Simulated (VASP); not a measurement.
Si: single point with LDA

Crystal: Si.

```xyz
2
Lattice="0.0000 2.7010 2.7010 2.7010 0.0000 2.7010 2.7010 2.7010 0.0000" Properties=species:S:1:pos:R:3 pbc="T T T"
Si    4.0515    4.0515    4.0515
Si    2.7010    2.7010    2.7010
```

```
Program             : VASP 6.6.1
Task                : single point
Functional          : LDA
Potentials or basis : VASP PAW LDA potentials, release 64 (Si)
Cutoff              : 500 eV
k mesh              : 8 × 8 × 8
Occupations         : gaussian, width 0.02 eV
Spin                : no spin polarisation
```

```json
{"Pressure": "0.1 GPa", "Band gap on the k mesh": "0.49 eV, indirect (least direct gap 2.53 eV)"}
```

Levels at points of the mesh, in eV from the valence-band top:
| k point | band 1 | band 2 | band 3 | band 4 | band 5 | band 6 | band 7 | band 8 | band 9 |
| --- | --- | --- | --- | --- | --- | --- | --- | --- | --- |
| (0.00, 0.00, 0.00) | -12.07 | 0.00 | 0.00 | 0.00 | 2.53 | 2.53 | 2.53 | 3.39 | 7.74 |
| (0.50, 0.00, 0.00) | -9.69 | -7.07 | -1.21 | -1.21 | 1.49 | 3.28 | 3.28 | 7.54 | 10.56 |
| (0.50, 0.50, 0.00) | -7.87 | -7.87 | -2.90 | -2.90 | 0.57 | 0.57 | 10.11 | 10.11 | 10.97 |

Run time: 13 s on 1 thread of Intel Xeon 8259CL (shared host), peak memory 0.13 GiB.

A k mesh can miss the band edges.
